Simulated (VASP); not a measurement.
# Zn (I4/mmm) in VASP: notebook

Runs on Zn. Level: PBE. Tasks: relaxation of shape and atoms at fixed volume.

Program: VASP 6.6.1. These are calculated values, not measurements. Logs are shortened: lines on timing, memory, paths and dates and some standing lists are left out, and cuts for length are marked.

## Step 1: The cell of the first run

It takes space group I4/mmm (No. 139, tetragonal). The conventional cell has a = 3.522 Å, b = 3.522 Å, c = 2.648 Å, α = 90.00°, β = 90.00°, γ = 90.00°. Zn (site symmetry 4/mmm) has 14 Zn at 2.65 to 3.52 Å within 3.6 Å.

## Step 2: Relaxation of shape and atoms at fixed volume, PBE (16.42 Å³/atom)

INCAR

```
PREC = Accurate ; ENCUT = 600
EDIFF = 1E-6 ; ISMEAR = 0
SIGMA = 0.1 ; LREAL = False
LASPH = True ; NELM = 80
ALGO = Fast ; ISIF = 4
LWAVE = False ; LCHARG = False
GGA = PE ; IBRION = 2
NSW = 50 ; EDIFFG = -0.01
```

KPOINTS

```
Automatic mesh
0
Gamma
  26 26 26
```

POSCAR

```
Zn
1.0
   -1.7608385568      1.7608385568      1.3239570995
    1.7608385568     -1.7608385568      1.3239570995
    1.7608385568      1.7608385568     -1.3239570995
Zn
1
Direct
    0.5000000000      0.5000000000      0.0000000000
```

Potentials or basis: VASP PAW PBE potentials, release 64 (Zn).

On the command line:

```console
$ cat potpaw_PBE.64/Zn/POTCAR > POTCAR
$ mpirun -np 1 vasp_std > vasp.out
```

OUTCAR:

```text
PREC = Accurate
   ENCUT = 600
   EDIFF = 1E-6
   ISMEAR = 0
   LREAL = False
   LASPH = True
   NELM = 80
   ISIF = 4
   GGA = PE
   IBRION = 2
   NSW = 50
   EDIFFG = -0.01

 ion  position               nearest neighbor table
   1  0.500  0.500  0.000-

  LATTYP: Found a body centered tetragonal cell.
 ALAT       =     3.5216771136
 C/A-ratio  =     0.7518901119

  Lattice vectors:

 A1 = (  -1.7608385568,   1.7608385568,   1.3239570995)
 A2 = (   1.7608385568,  -1.7608385568,   1.3239570995)
 A3 = (   1.7608385568,   1.7608385568,  -1.3239570995)

Analysis of symmetry for initial positions (statically):
=====================================================================
 Subroutine PRICEL returns:
 Original cell was already a primitive cell.

 Routine SETGRP: Setting up the symmetry group for a
 body centered tetragonal supercell.

 Subroutine GETGRP returns: Found 16 space group operations
 (whereof 16 operations were pure point group operations)
 out of a pool of 16 trial point group operations.

The static configuration has the point symmetry D_4h.

Analysis of symmetry for dynamics (positions and initial velocities):
=====================================================================
 Subroutine PRICEL returns:
 Original cell was already a primitive cell.

 Routine SETGRP: Setting up the symmetry group for a
 body centered tetragonal supercell.

 Subroutine GETGRP returns: Found 16 space group operations
 (whereof 16 operations were pure point group operations)
 out of a pool of 16 trial point group operations.

The dynamic configuration has the point symmetry D_4h.

 Subroutine INISYM returns: Found 16 space group operations
 (whereof 16 operations are pure point group operations),
 and found     1 'primitive' translations

----------------------------------------------------------------------------------------

                                     Primitive cell

  volume of cell :      16.4200

  direct lattice vectors                    reciprocal lattice vectors
    -1.760838557  1.760838557  1.323957100     0.000000000  0.283955618  0.377655741
     1.760838557 -1.760838557  1.323957100     0.283955618  0.000000000  0.377655741
     1.760838557  1.760838557 -1.323957100     0.283955618  0.283955618  0.000000000

  length of vectors
     2.820277867  2.820277867  2.820277867     0.472498309  0.472498309  0.401573886

  position of ions in fractional coordinates (direct lattice)
     0.500000000  0.500000000  0.000000000

  ion indices of the primitive-cell ions
   primitive index   ion index
                 1           1

----------------------------------------------------------------------------------------

 KPOINTS: Automatic mesh

Automatic generation of k-mesh.
 Grid dimensions read from file:
 generate k-points for:   26   26   26

 Generating k-lattice:

  Cartesian coordinates                     Fractional coordinates (reciprocal lattice)
     0.000000000  0.010921370  0.014525221     0.038461538  0.000000000  0.000000000
     0.010921370  0.000000000  0.014525221     0.000000000  0.038461538  0.000000000
     0.010921370  0.010921370  0.000000000     0.000000000  0.000000000  0.038461538

  Length of vectors
     0.018173012  0.018173012  0.015445149

  Shift w.r.t. Gamma in fractional coordinates (k-lattice)
     0.000000000  0.000000000  0.000000000

 Subroutine IBZKPT returns following result:
 ===========================================

 Found   1330 irreducible k-points:

 Following reciprocal coordinates:
            Coordinates               Weight
  0.000000  0.000000  0.000000      1.000000
  0.038462  0.000000 -0.000000      8.000000
  0.076923  0.000000 -0.000000      8.000000
  0.115385  0.000000  0.000000      8.000000
  0.153846  0.000000  0.000000      8.000000
  0.192308  0.000000  0.000000      8.000000
[... 16 lines left out ...]
  0.346154  0.038462 -0.000000     16.000000
  0.384615  0.038462  0.000000     16.000000
 [... further k-points ...]
   k-points           NKPTS =   1330   k-points in BZ     NKDIM =   1330   number of bands    NBANDS=     10
   number of dos      NEDOS =    301   number of ions     NIONS =      1
   total plane-waves  NPLWV =  13824
   dimension x,y,z NGX =    24 NGY =   24 NGZ =   24
   dimension x,y,z NGXF=    48 NGYF=   48 NGZF=   48
   ions per type =               1
   NGX,Y,Z   is equivalent  to a cutoff of  14.15, 14.15, 14.15 a.u.
   NGXF,Y,Z  is equivalent  to a cutoff of  28.29, 28.29, 28.29 a.u.
 SYSTEM =  unknown system
   PREC   = accura    normal or accurate (medium, high low for compatibility)
   ISTART =      0    job   : 0-new  1-cont  2-samecut
   ICHARG =      2    charge: 1-file 2-atom 10-const
   ISPIN  =      1    spin polarized calculation?
   LNONCOLLINEAR =      F non collinear calculations
   LSORBIT =      F    spin-orbit coupling
   LASPH  =      T    aspherical Exc in radial PAW
   ENCUT  =  600.0 eV  44.10 Ry    6.64 a.u.   5.63  5.63  5.63*2*pi/ulx,y,z
   NELM   =     80;   NELMIN=  2; NELMDL= -5     # of ELM steps
   EDIFF  = 0.1E-05   stopping-criterion for ELM
   LREAL  =      F    real-space projection
   EDIFFG = -.1E-01   stopping-criterion for IOM
   NSW    =     50    number of steps for IOM
   IBRION =      2    ionic relax: 0-MD 1-quasi-New 2-CG
   NFREE  =      1    steps in history (QN), initial steepest desc. (CG)
   ISIF   =      4    stress and relaxation
   ISYM   =      2    0-nonsym 1-usesym 2-fastsym
   POTIM  = 0.5000    time-step for ionic-motion
   TEBEG  =    0.0;   TEEND  =   0.0 temperature during run
   PSTRESS=    0.0 pullay stress
   NELECT =      12.0000    total number of electrons
   NUPDOWN=      -1.0000    fix difference up-down
   EMIN   =  10.00;   EMAX   =-10.00  energy-range for DOS
   EFERMI =   0.00;   METHOD = LEGACY
   ISMEAR =     0;   SIGMA  =   0.10  broadening in eV -4-tet -1-fermi 0-gaus
   EFERMI_NEDOS =   21; number of points for ismear=-14 and -15
   IALGO  =     68    algorithm
   IMIX   =      4    mixing-type and parameters
     AMIX     =   0.40;   BMIX     =  1.00
     AMIX_MAG =   1.60;   BMIX_MAG =  1.00
  volume/ion in A,a.u.               =      16.42       110.81
  Fermi-wavevector in a.u.,A,eV,Ry     =   1.474611  2.786611 29.585580  2.174479
  Thomas-Fermi vector in A             =   2.589362
   LORBIT       =      0    0 simple, 1 ext, 2 COOP (PROOUT), +10 PAW based schemes
   GGA     = PE    functional components
   LHFCALC =     F    Hartree Fock is set to
   AEXX    =    0.0000 exact exchange contribution
   IVDW    =     0    specifies the selected vdW correction
   LEPSILON=     F    determine dielectric tensor
   LRPA    =     F    only Hartree local field effects (RPA)
 conjugate gradient relaxation of ions
 non-spin polarized calculation
 RMM-DIIS sequential band-by-band and
 Gauss-broadening in eV      SIGMA  =   0.10
  energy-cutoff  :      600.00
  volume of cell :       16.42
 maximum number of plane-waves:       564
   NGX = 11   NGY = 11   NGZ = 11

--------------------------------------- Ionic step        1  -------------------------------------------

 number of electron      12.0000001 magnetization

 Free energy of the ion-electron system (eV)
  ---------------------------------------------------
  ext. energy  EPLUGINS =         0.00000000
  ---------------------------------------------------
  free energy    TOTEN  =        -1.08182607 eV

  energy without entropy =       -1.08040989  energy(sigma->0) =       -1.08111798

------------------------ aborting loop because EDIFF is reached ----------------------------------------

  FORCE on cell =-STRESS in cart. coord.  units (eV):
  Direction    XX          YY          ZZ          XY          YZ          ZX
  --------------------------------------------------------------------------------------
  -------------------------------------------------------------------------------------
  Total       -0.3048868     -0.3048868     -0.3786968      0.0000000      0.0000000      0.0000000
  in kB      -29.7492635    -29.7492635    -36.9512547      0.0000000      0.0000000      0.0000000
  external PRESSURE =     -32.1499272 kB  Pullay stress =       0.0000000 kB

 VOLUME and BASIS-vectors are now :
 -----------------------------------------------------------------------------
  energy-cutoff  :      600.00
  volume of cell :       16.42
      direct lattice vectors                 reciprocal lattice vectors
    -1.760838557  1.760838557  1.323957100     0.000000000  0.283955618  0.377655741
     1.760838557 -1.760838557  1.323957100     0.283955618  0.000000000  0.377655741
     1.760838557  1.760838557 -1.323957100     0.283955618  0.283955618  0.000000000
[... 36 lines left out ...]
 POSITION                                       TOTAL-FORCE (eV/Angst)
 -----------------------------------------------------------------------------------
      1.76293      1.76293      0.00000        -0.000000     -0.000000      0.000000
 -----------------------------------------------------------------------------------
    total drift:                                0.000000      0.000000      0.000000

  FREE ENERGIE OF THE ION-ELECTRON SYSTEM (eV)
  ---------------------------------------------------
  free  energy   TOTEN  =        -1.0819601619 eV

  energy  without entropy=       -1.0805291741  energy(sigma->0) =       -1.08124467

--------------------------------------- Ionic step        3  -------------------------------------------

 number of electron      12.0000000 magnetization

 Free energy of the ion-electron system (eV)
  ---------------------------------------------------
  ext. energy  EPLUGINS =         0.00000000
  ---------------------------------------------------
  free energy    TOTEN  =        -1.08200225 eV

  energy without entropy =       -1.08053272  energy(sigma->0) =       -1.08126749

 E-fermi :   2.4560     XC(G=0): -11.1444

 val. band max:        2.4519118979   @ k =  -0.4231   0.5000   0.2308
 cond. band min:       2.4599738933   @ k =  -0.2308  -0.3846   0.1154
 fundamental gap:      0.0080619954
 Fermi energy:         2.4559654354

 k-point     1 :       0.0000    0.0000    0.0000
  band No.  band energies     occupation
      1      -7.2295      2.00000
      2      -5.2442      2.00000
      3      -5.0044      2.00000
      4      -4.6952      2.00000
      5      -4.6952      2.00000
      6      -4.4483      2.00000
      7      16.3392      0.00000
      8      16.3392      0.00000
      9      19.1851      0.00000
     10      20.7907      0.00000

 k-point     2 :       0.0385    0.0000   -0.0000
  band No.  band energies     occupation
      1      -7.1772      2.00000
      2      -5.2380      2.00000
      3      -4.9964      2.00000
      4      -4.6995      2.00000
      5      -4.6991      2.00000
      6      -4.4518      2.00000
      7      16.1123      0.00000
      8      16.2202      0.00000
      9      19.4991      0.00000
     10      20.8976      0.00000
[... 274 lines left out ...]
 k-point    24 :       0.3846    0.0385    0.0000
  band No.  band energies     occupation
      1      -5.4710      2.00000
      2      -5.3347      2.00000
      3      -4.6187      2.00000
      4      -4.4178      2.00000
      5      -4.2766      2.00000
      6      -1.0150      2.00000
      7       5.6714      0.00000
      8      12.4065      0.00000
      9      13.1367      0.00000
     10      16.4510      0.00000

 [... further k-points ...]
[... 5 lines left out ...]
  --------------------------------------------------------------------------------------
  -------------------------------------------------------------------------------------
  Total       -0.3009240     -0.3009240     -0.2980739      0.0000000     -0.0000000      0.0000000
  in kB      -29.3625965    -29.3625965    -29.0844941      0.0000000     -0.0000000      0.0000000
  external PRESSURE =     -29.2698957 kB  Pullay stress =       0.0000000 kB

 VOLUME and BASIS-vectors are now :
 -----------------------------------------------------------------------------
  energy-cutoff  :      600.00
  volume of cell :       16.42
      direct lattice vectors                 reciprocal lattice vectors
    -1.765225206  1.765225206  1.317385111     0.000000000  0.283249978  0.379539738
     1.765225206 -1.765225206  1.317385111     0.283249978  0.000000000  0.379539738
     1.765225206  1.765225206 -1.317385111     0.283249978  0.283249978  0.000000000

 POSITION                                       TOTAL-FORCE (eV/Angst)
 -----------------------------------------------------------------------------------
      0.00000      0.00000      1.31739         0.000000      0.000000     -0.000000
 -----------------------------------------------------------------------------------
    total drift:                               -0.000000      0.000000      0.000000

  FREE ENERGIE OF THE ION-ELECTRON SYSTEM (eV)
  ---------------------------------------------------
  free  energy   TOTEN  =        -1.0820022516 eV

  energy  without entropy=       -1.0805327246  energy(sigma->0) =       -1.08126749

 reached required accuracy - stopping structural energy minimisation
```

Run time: 7.6 min. Hardware: 1 thread of Oxide Virtual Turin-like, shared host; peak memory 0.35 GiB.

What came out:

```yaml
Free_energy: -1.0820 eV
Energy_gained_by_relaxing: 0.2 meV/atom
Ionic_steps: 3
Pressure_after_relaxing: -2.9 GPa
Band_gap_on_the_k_mesh: zero (bands 6 and 7 overlap by 6.00 eV)
```

Step by step:
| step | energy change (eV) | largest force (eV/Å) | pressure (GPa) | volume (Å³) |
| --- | --- | --- | --- | --- |
| 1 | 0.0000 | 0.0000 | -3.21 | 16.42 |
| 2 | -0.0001 | 0.0000 | -3.02 | 16.42 |
| 3 | -0.0002 | 0.0000 | -2.93 | 16.42 |

Final structure:
```
CELL_PARAMETERS angstrom
-1.76523 1.76523 1.31739
1.76523 -1.76523 1.31739
1.76523 1.76523 -1.31739
ATOMIC_POSITIONS crystal
Zn 0.50000 0.50000 0.00000
```

Levels at points of the mesh, in eV from the Fermi level:
| k point | band 3 | band 4 | band 5 | band 6 | band 7 | band 8 | band 9 | band 10 |
| --- | --- | --- | --- | --- | --- | --- | --- | --- |
| (0.00, 0.00, 0.00) | -7.46 | -7.15 | -7.15 | -6.90 | 13.88 | 13.88 | 16.73 | 18.33 |
| (0.50, 0.00, 0.00) | -7.08 | -6.79 | -6.68 | -1.44 | 0.58 | 9.78 | 10.58 | 13.50 |
| (0.50, 0.50, 0.00) | -7.24 | -7.11 | -6.73 | -3.05 | -2.65 | 16.61 | 18.19 | 19.63 |
| (0.50, 0.50, 0.50) | -6.77 | -6.77 | -6.73 | 1.80 | 1.80 | 3.67 | 6.54 | 11.36 |

## Step 3: Relaxation of shape and atoms at fixed volume, PBE (17.04 Å³/atom)

This run uses another cell than the first one, of 17.04 Å³/atom.

INCAR

```
PREC     = Accurate       # precision mode
ENCUT    = 600            # plane-wave cutoff, eV
EDIFF    = 1E-7           # SCF threshold, eV
ISMEAR   = 0              # smearing method
SIGMA    = 0.1            # smearing width, eV
LREAL    = False          # projectors in reciprocal space
LASPH    = True           # aspherical terms in the spheres
NELM     = 60             # most SCF steps
ALGO     = Fast           # electronic algorithm
ISIF     = 4              # what is computed and relaxed
LWAVE    = False          # write WAVECAR
LCHARG   = False          # write CHGCAR
GGA      = PE             # functional
IBRION   = 2              # ionic algorithm
NSW      = 50             # ionic steps
EDIFFG   = -0.01          # ionic threshold
```

KPOINTS

```
regular mesh
0
Gamma
  26 26 26
```

POSCAR

```
Zn
1.0
   -1.7878382223      1.7878382223      1.3327336878
    1.7878382223     -1.7878382223      1.3327336878
    1.7878382223      1.7878382223     -1.3327336878
Zn
1
Direct
    0.5000000000      0.5000000000      0.0000000000
```

Potentials or basis: VASP PAW PBE potentials, release 64 (Zn).

On the command line:

```console
$ cat potpaw_PBE.64/Zn/POTCAR > POTCAR
$ mpirun -np 1 vasp_std > vasp.out
```

It took 6.3 min on 1 thread of Oxide Virtual Turin-like, shared host; peak memory 0.36 GiB.

The run converged. Its results:

| Property | Result |
| --- | --- |
| Free energy | -1.0676 eV |
| Energy gained by relaxing | 0.5 meV/atom |
| Ionic steps | 3 |
| Pressure after relaxing | -4.6 GPa |
| Band gap on the k mesh | zero (bands 6 and 7 overlap by 5.98 eV) |

The path:
```tsv
step	energy change (eV)	largest force (eV/Å)	pressure (GPa)	volume (Å³)
1	0.0000	0.0000	-4.64	17.04
2	-0.0003	0.0000	-4.71	17.04
3	-0.0005	0.0000	-4.55	17.04
```

Final structure:
```xyz
1
Lattice="-1.7962 1.7962 1.3204 1.7962 -1.7962 1.3204 1.7962 1.7962 -1.3204" Properties=species:S:1:pos:R:3 pbc="T T T"
Zn    0.0000    0.0000    1.3204
```

Levels at points of the mesh, in eV from the Fermi level:
```csv
k point,band 2,band 3,band 4,band 5,band 6,band 7,band 8,band 9,band 10
"(0.00, 0.00, 0.00)",-7.61,-7.41,-7.06,-7.06,-6.86,13.31,13.31,16.16,17.72
"(0.50, 0.00, 0.00)",-7.72,-7.02,-6.76,-6.63,-1.27,0.60,9.53,10.30,13.20
"(0.50, 0.50, 0.00)",-7.37,-7.14,-7.05,-6.69,-2.91,-2.75,16.52,17.74,19.26
"(0.50, 0.50, 0.50)",-7.78,-6.73,-6.73,-6.69,1.71,1.71,3.25,6.38,11.54
```
